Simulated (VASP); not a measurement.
Runs of VASP 6.6.1 on TiC. The structure is that of space group Fm-3m (No. 225), or close to it. The cells are those of the table. 

| task | level | cell | k mesh | cutoff (eV) | smearing | gap on the mesh (eV) | pressure (GPa) | relaxed volume (Å³/atom) |
| --- | --- | --- | --- | --- | --- | --- | --- | --- |
| single point | PBEsol | a = 3.036 Å, angles 60.0°, 2 atoms | 16 × 16 × 16 | 520 | gaussian 0.1 eV | none | 0.3 | - |
| single point | PBEsol | a = 3.054 Å, angles 60.0°, 2 atoms | 8 × 8 × 8 | 520 | gaussian 0.1 eV | none | (a) | - |
| relaxation of cell and atoms | PBEsol | relaxed from a = 3.054 Å, angles 60.0°, 2 atoms | 16 × 16 × 16 | 600 | gaussian 0.1 eV | none | 0.0 | 9.90 |
| single point | r2SCAN | a = 3.036 Å, angles 60.0°, 2 atoms | 16 × 16 × 16 | 520 | gaussian 0.1 eV | none | 7.6 | - |
| single point | PBEsol | a = 3.036 Å, angles 60.0, 60.0, 90.0°, 2 atoms | 11 × 11 × 16 | 520 | gaussian 0.1 eV | none | 0.2 | - |
| relaxation of cell and atoms | PBEsol | relaxed from a = 3.036 Å, angles 60.0°, 2 atoms | 16 × 16 × 16 | 600 | fermi-dirac 0.15 eV | none | 0.0 | 9.90 |
| single point | PBEsol | a = 3.036 Å, angles 60.0°, 2 atoms | 16 × 16 × 16 | 520 | fermi-dirac 0.15 eV | none | 0.3 | - |

Alike in all rows: potentials or basis VASP PAW PBE potentials, release 64 (Ti_sv, C); no spin polarisation.

Task: Estimate the missing entries.

Result: (a) -4.3.

Caveats: the PAW data sets were made with another functional, which shifts forces and pressure a little.

A gap of «none» marks levels without a gap at the run's occupations.
